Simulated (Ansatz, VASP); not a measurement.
# Nb in VASP and in Ansatz

```
Nb
1.0
    -1.65556    1.65556    1.65556
     1.65556   -1.65556    1.65556
     1.65556    1.65556   -1.65556
Nb
1
Direct
  0.00000 0.00000 0.00000
```

Alike in both runs: task single point; functional PBE; k mesh 18 × 18 × 18; occupations gaussian, width 0.1 eV; no spin polarisation.

|  | VASP | Ansatz |
| --- | --- | --- |
| version | VASP 6.6.1 | Ansatz 0.2.0 |
| potentials or method | VASP PAW PBE potentials, release 64 (Nb_sv), cutoff 520 eV | scalar-relativistic, plane waves, PAW |
| valence electrons in the cell | 13 | 13 |

VASP gave:

| Quantity | Value |
| --- | --- |
| gap on the k mesh at the Fermi level (eV) | none |
| pressure (GPa) | -0.3 |

Which values does Ansatz return?

gap on the k mesh at the Fermi level (eV): none; pressure (GPa): 0.0.

A gap of «none» marks a metal or a gap that the smearing closes.
